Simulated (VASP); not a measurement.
# Re (Fm-3m) in VASP: notebook

The runs below take Re through single point, with LDA.

All numbers are computed with VASP 6.6.1; they aren't measurements. Logs are shortened: lines on timing, memory, paths and dates and some standing lists are left out, and cuts for length are marked.

### Step 1. The cell of the first run

Symmetry: Fm-3m, No. 225, cubic system. Conventional cell: a = 3.950 Å, b = 3.950 Å, c = 3.950 Å, α = 90.00°, β = 90.00°, γ = 90.00°. Re (site symmetry m-3m) has 12 Re at 2.79 Å within 3.7 Å.

### Step 2. Single point, LDA

Input file INCAR:

```
ALGO = Fast
EDIFF = 1E-6
ENCUT = 520
GGA = CA
ISIF = 2
ISMEAR = 0
LASPH = T
LCHARG = F
LREAL = F
LWAVE = F
NBANDS = 10
NELM = 100
PREC = Accurate
SIGMA = 0.15
```

Input file KPOINTS:

```
k-points
0
Gamma
  20 20 20
```

Input file POSCAR:

```
Re
1.0
    0.0000000000      1.9750000000      1.9750000000
    1.9750000000      0.0000000000      1.9750000000
    1.9750000000      1.9750000000      0.0000000000
Re
1
Direct
    0.0000000000      0.0000000000      0.0000000000
```

Potentials or basis: VASP PAW LDA potentials, release 64 (Re).

The run is started by

```bash
cat potpaw_LDA.64/Re/POTCAR > POTCAR
mpirun -np 1 vasp_std > vasp.out
```

OUTCAR:

```text
EDIFF = 1E-6
   ENCUT = 520
   GGA = CA
   ISIF = 2
   ISMEAR = 0
   LASPH = T
   LREAL = F
   NELM = 100
   PREC = Accurate

 ion  position               nearest neighbor table
   1  0.000  0.000  0.000-

  LATTYP: Found a face centered cubic cell.
 ALAT       =     3.9500000000

  Lattice vectors:

 A1 = (   0.0000000000,   1.9750000000,   1.9750000000)
 A2 = (   1.9750000000,   0.0000000000,   1.9750000000)
 A3 = (   1.9750000000,   1.9750000000,   0.0000000000)

Analysis of symmetry for initial positions (statically):
=====================================================================
 Subroutine PRICEL returns:
 Original cell was already a primitive cell.

 Routine SETGRP: Setting up the symmetry group for a
 face centered cubic supercell.

 Subroutine GETGRP returns: Found 48 space group operations
 (whereof 48 operations were pure point group operations)
 out of a pool of 48 trial point group operations.

The static configuration has the point symmetry O_h .

Analysis of symmetry for dynamics (positions and initial velocities):
=====================================================================
 Subroutine PRICEL returns:
 Original cell was already a primitive cell.

 Routine SETGRP: Setting up the symmetry group for a
 face centered cubic supercell.

 Subroutine GETGRP returns: Found 48 space group operations
 (whereof 48 operations were pure point group operations)
 out of a pool of 48 trial point group operations.

The dynamic configuration has the point symmetry O_h .

 Subroutine INISYM returns: Found 48 space group operations
 (whereof 48 operations are pure point group operations),
 and found     1 'primitive' translations

----------------------------------------------------------------------------------------

                                     Primitive cell

  volume of cell :      15.4075

  direct lattice vectors                    reciprocal lattice vectors
     0.000000000  1.975000000  1.975000000    -0.253164557  0.253164557  0.253164557
     1.975000000  0.000000000  1.975000000     0.253164557 -0.253164557  0.253164557
     1.975000000  1.975000000  0.000000000     0.253164557  0.253164557 -0.253164557

  length of vectors
     2.793071786  2.793071786  2.793071786     0.438493875  0.438493875  0.438493875

  position of ions in fractional coordinates (direct lattice)
     0.000000000  0.000000000  0.000000000

  ion indices of the primitive-cell ions
   primitive index   ion index
                 1           1

----------------------------------------------------------------------------------------

[... 79 lines left out ...]
   PSTRESS=    0.0 pullay stress
   NELECT =       7.0000    total number of electrons
   NUPDOWN=      -1.0000    fix difference up-down
   EMIN   =  10.00;   EMAX   =-10.00  energy-range for DOS
   EFERMI =   0.00;   METHOD = LEGACY
   ISMEAR =     0;   SIGMA  =   0.15  broadening in eV -4-tet -1-fermi 0-gaus
   EFERMI_NEDOS =   21; number of points for ismear=-14 and -15
   IALGO  =     68    algorithm
   IMIX   =      4    mixing-type and parameters
     AMIX     =   0.40;   BMIX     =  1.00
     AMIX_MAG =   1.60;   BMIX_MAG =  1.00
  volume/ion in A,a.u.               =      15.41       103.97
  Fermi-wavevector in a.u.,A,eV,Ry     =   1.258531  2.378278 21.550255  1.583899
  Thomas-Fermi vector in A             =   2.392135
   LORBIT       =      0    0 simple, 1 ext, 2 COOP (PROOUT), +10 PAW based schemes
   GGA     = CA    functional components
   LHFCALC =     F    Hartree Fock is set to
   AEXX    =    0.0000 exact exchange contribution
   IVDW    =     0    specifies the selected vdW correction
   LEPSILON=     F    determine dielectric tensor
   LRPA    =     F    only Hartree local field effects (RPA)
 non-spin polarized calculation
 RMM-DIIS sequential band-by-band and
 Gauss-broadening in eV      SIGMA  =   0.15
  energy-cutoff  :      520.00
  volume of cell :       15.41
 maximum number of plane-waves:       428
 NGX is ok and might be reduce to    24
   NGX = 11   NGY = 11   NGZ = 11

 number of electron       7.0000000 magnetization

 Free energy of the ion-electron system (eV)
  ---------------------------------------------------
  ext. energy  EPLUGINS =         0.00000000
  ---------------------------------------------------
  free energy    TOTEN  =       -13.62567926 eV

  energy without entropy =      -13.61521751  energy(sigma->0) =      -13.62044839

 E-fermi :   7.5394     XC(G=0): -13.5952

 val. band max:        7.5355983229   @ k =   0.5000   0.0500   0.0000
 cond. band min:       7.5402506696   @ k =  -0.3500   0.3000   0.1000
 fundamental gap:      0.0046523466
 Fermi energy:         7.5394051660

 k-point     1 :       0.0000    0.0000    0.0000
  band No.  band energies     occupation
      1      -2.2011      2.00000
      2       5.7238      2.00000
      3       5.7238      2.00000
      4       5.7238      2.00000
      5       8.6801      0.00000
      6       8.6801      0.00000
      7      21.4700      0.00000
      8      26.8166      0.00000
      9      26.8166      0.00000
     10      26.8166      0.00000
[... 287 lines left out ...]
 k-point    24 :      -0.3500    0.0500    0.0000
  band No.  band energies     occupation
      1       1.0114      2.00000
      2       5.7047      2.00000
      3       5.8350      2.00000
      4       5.9759      2.00000
      5       9.8037      0.00000
      6      10.6466      0.00000
      7      18.9598      0.00000
      8      22.5949      0.00000
      9      28.2501      0.00000
     10      29.8257      0.00000

 [... further k-points ...]

------------------------ aborting loop because EDIFF is reached ----------------------------------------

  FORCE on cell =-STRESS in cart. coord.  units (eV):
  Direction    XX          YY          ZZ          XY          YZ          ZX
  --------------------------------------------------------------------------------------
  -------------------------------------------------------------------------------------
  Total       -2.2257094     -2.2257094     -2.2257094      0.0000000     -0.0000000     -0.0000000
  in kB     -231.4449688   -231.4449688   -231.4449688      0.0000000     -0.0000000     -0.0000000
  external PRESSURE =    -231.4449688 kB  Pullay stress =       0.0000000 kB

 VOLUME and BASIS-vectors are now :
 -----------------------------------------------------------------------------
  energy-cutoff  :      520.00
  volume of cell :       15.41
      direct lattice vectors                 reciprocal lattice vectors
     0.000000000  1.975000000  1.975000000    -0.253164557  0.253164557  0.253164557
     1.975000000  0.000000000  1.975000000     0.253164557 -0.253164557  0.253164557
     1.975000000  1.975000000  0.000000000     0.253164557  0.253164557 -0.253164557

 POSITION                                       TOTAL-FORCE (eV/Angst)
 -----------------------------------------------------------------------------------
      0.00000      0.00000      0.00000         0.000000      0.000000      0.000000
 -----------------------------------------------------------------------------------
    total drift:                                0.000000     -0.000000     -0.000000

  FREE ENERGIE OF THE ION-ELECTRON SYSTEM (eV)
  ---------------------------------------------------
  free  energy   TOTEN  =       -13.6256792639 eV

  energy  without entropy=      -13.6152175103  energy(sigma->0) =      -13.62044839
```

OSZICAR:

```text
N       E                     dE             d eps       ncg     rms          rms(c)
DAV:   1     0.110614084728E+02    0.11061E+02   -0.33595E+03  6808   0.636E+02
DAV:   2    -0.134698955845E+02   -0.24531E+02   -0.21490E+02  6872   0.139E+02
DAV:   3    -0.144110519580E+02   -0.94116E+00   -0.90965E+00  8150   0.390E+01
DAV:   4    -0.144145557745E+02   -0.35038E-02   -0.35006E-02  7986   0.134E+00
DAV:   5    -0.144145583156E+02   -0.25411E-05   -0.25409E-05  6928   0.337E-02    0.277E+01
RMM:   6    -0.138040882276E+02    0.61047E+00   -0.24575E-01  7406   0.725E+00    0.107E+01
RMM:   7    -0.136306240911E+02    0.17346E+00   -0.37391E-01  7736   0.575E+00    0.590E-01
RMM:   8    -0.136268480798E+02    0.37760E-02   -0.54824E-03  7788   0.748E-01    0.133E-01
RMM:   9    -0.136256818597E+02    0.11662E-02   -0.59986E-04  7399   0.205E-01    0.528E-02
RMM:  10    -0.136256800451E+02    0.18146E-05   -0.53759E-05  7833   0.578E-02    0.198E-02
RMM:  11    -0.136256792639E+02    0.78124E-06   -0.46611E-06  6830   0.172E-02
   1 F= -.13625679E+02 E0= -.13620448E+02  d E =-.104618E-01
```

Run time: 22 s. Hardware: 1 thread of Intel Xeon Platinum 8488C (Sapphire Rapids), shared host; peak memory 0.16 GiB.

What came out:

* Free energy: -13.6257 eV
* Pressure: -23.1 GPa

Levels at points of the mesh, in eV from the Fermi level:
```
           k point  band 2  band 3  band 4  band 5  band 6  band 7
(0.00, 0.00, 0.00)   -1.82   -1.82   -1.82    1.14    1.14   13.93
(0.50, 0.00, 0.00)   -2.01   -2.01    0.27    3.54    3.54    9.32
(0.50, 0.50, 0.00)   -5.60    2.72    3.47    4.24    4.24   11.96
```

Caveat: spin-orbit coupling is left out, which moves the levels of the heavy elements.

### Step 3. Single point, LDA

Input file INCAR:

```
SYSTEM = Re
ALGO     = Normal         ! electronic algorithm
EDIFF    = 1E-6           ! SCF threshold, eV
ENCUT    = 520            ! plane-wave cutoff, eV
ISIF     = 2              ! what is computed and relaxed
ISMEAR   = 0              ! smearing method
LASPH    = .True.         ! aspherical terms in the spheres
LCHARG   = .False.        ! write CHGCAR
LREAL    = .False.        ! projectors in reciprocal space
LWAVE    = .False.        ! write WAVECAR
NBANDS   = 10             ! bands
NELM     = 80             ! most SCF steps
PREC     = Accurate       ! precision mode
SIGMA    = 0.15           ! smearing width, eV
```

Input file KPOINTS:

```
k-points
0
Gamma
  22 22 22
  0 0 0
```

POSCAR is that of step 2.

Potentials or basis: VASP PAW LDA potentials, release 64 (Re).

The run is started by

```bash
cat potpaw_LDA.64/Re/POTCAR > POTCAR
mpirun -np 1 vasp_std > vasp.out
```

Wall time 29 s (1 thread of Intel Xeon Platinum 8488C (Sapphire Rapids), shared host); peak memory 0.17 GiB.

Results (log left out):

* Free energy: -13.6260 eV
* Pressure: -23.1 GPa

Levels at points of the mesh, in eV from the Fermi level:
| k point | band 1 | band 2 | band 3 | band 4 | band 5 | band 6 | band 7 | band 8 | band 9 |
| --- | --- | --- | --- | --- | --- | --- | --- | --- | --- |
| (0.00, 0.00, 0.00) | -9.74 | -1.81 | -1.81 | -1.81 | 1.14 | 1.14 | 13.93 | 19.28 | 19.28 |
| (0.50, 0.00, 0.00) | -6.53 | -2.01 | -2.01 | 0.27 | 3.54 | 3.54 | 9.32 | 13.43 | 19.59 |
| (0.50, 0.50, 0.00) | -6.43 | -5.60 | 2.73 | 3.48 | 4.24 | 4.24 | 11.96 | 11.96 | 12.21 |

Caveat: spin-orbit coupling is left out, which moves the levels of the heavy elements.
